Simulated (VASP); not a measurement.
Input of a VASP 6.6.1 run:

The input INCAR:

```
SYSTEM = SnTe
PREC = Accurate ; ENCUT = 520
EDIFF = 1E-6 ; ISMEAR = 0
SIGMA = 0.03 ; LREAL = .False.
LASPH = .True. ; NELM = 100
ALGO = Normal ; ISIF = 2
LWAVE = .False. ; LCHARG = .True.
GGA = PE ; LELF = .True.
LVHAR = .True. ; NBANDS = 17
```

File KPOINTS:

```
Automatic mesh
0
Gamma
  10 10 10
  0 0 0
```

File POSCAR:

```
SnTe
1.0
    0.0000000000      3.3143250000      2.9986750000
    3.3143250000      0.0000000000      2.9986750000
    3.3143250000      3.3143250000      0.0000000000
Sn Te
1 1
Direct
    0.0000000000      0.0000000000      0.0000000000
    0.5000000000      0.5000000000      0.5000000000
```

Potentials or basis: VASP PAW PBE potentials, release 64 (Sn_d, Te).

Run with:

```bash
$ cat potpaw_PBE.64/Sn_d/POTCAR potpaw_PBE.64/Te/POTCAR > POTCAR
$ mpirun -np 1 vasp_std > vasp.out
```

Question: What does it give for the band gap on the k mesh?

Answer: 0.26 eV (least direct gap 0.36 eV).

Question: Estimate the pressure.

Answer: 1.2 GPa.

Stress tensor (GPa, compression positive):
```
-3.19  0.00  0.00
 0.00 -3.19  0.00
 0.00  0.00 10.00
```

Caveat: the cell differs from its parent crystal (strain +0.050 along x and y, -0.050 along z); spin-orbit coupling is left out, which moves the levels of the heavy elements. A k mesh can miss the band edges.
